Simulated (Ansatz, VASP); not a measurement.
This is a calculation of Ag for Ansatz 0.2.0.

File input.yaml:

```yaml
crystal:
  lattice:
    - [0.0, 2.0010495236, 2.0010495236]
    - [2.0010495236, 0.0, 2.0010495236]
    - [2.0010495236, 2.0010495236, 0.0]
  atoms:
    - { symbol: Ag, position: [0.0, 0.0, 0.0], spin: -0.36 }
kpoints:
  mp_grid: { grid: [11, 11, 11] }
scf:
  occupations: { method: fermi_dirac, width: 0.025 }
hamiltonian:
  xc: lda
  pseudopotentials: { kind: all_electron, lapw: { basis_error: 0.001 } }
magnetization:
  spin_polarized: true
output:
  forces: true
  stress: true
  eigenvalues: true
```

Potentials or basis: all-electron LAPW, scalar-relativistic.

Run with:

```bash
$ ansatz run input.yaml --threads 1 --pin off --max-ram 2560MiB --backend cpu --events-out ev --progress --plain --runs-dir out
```

Set up the same calculation for VASP 6.6.1. Potentials there: VASP PAW LDA potentials, release 64 (Ag).

As run (the cutoff follows the program's own potentials):

File INCAR:

```
SYSTEM = Ag
  ALGO = Fast
  EDIFF = 1E-7
  ENCUT = 520
  GGA = CA
  ISIF = 2
  ISMEAR = -1
  ISPIN = 2
  LASPH = .TRUE.
  LCHARG = .FALSE.
  LMAXMIX = 4
  LORBIT = 11
  LREAL = .FALSE.
  LWAVE = .FALSE.
  MAGMOM = -0.36
  NBANDS = 16
  NELM = 150
  PREC = Accurate
  SIGMA = 0.025
```

KPOINTS

```
k-points
0
G
  11 11 11
  0 0 0
```

File POSCAR:

```
Ag
1.0
    0.0000000000      2.0010495236      2.0010495236
    2.0010495236      0.0000000000      2.0010495236
    2.0010495236      2.0010495236      0.0000000000
Ag
1
Direct
    0.0000000000      0.0000000000      0.0000000000
```

Potentials or basis: VASP PAW LDA potentials, release 64 (Ag).

The run is started by

```console
$ cat potpaw_LDA.64/Ag/POTCAR > POTCAR
$ mpirun -np 1 vasp_std > vasp.out
```

Both were run:

|  | VASP | Ansatz | Ansatz less VASP |
| --- | --- | --- | --- |
| gap on the k mesh at the Fermi level (eV) | none | none | - |
| pressure (GPa) | -0.4 | -0.5 | -0.13 |
| net moment per atom (μB) | 0.00 | 0.00 | 0.000 |

LDA's correlation is that of Perdew and Zunger in VASP and of Perdew and Wang (1992) in Ansatz. A gap of «none» marks a metal or a gap that the smearing closes. Ansatz ran all-electron here, and VASP with PAW potentials.
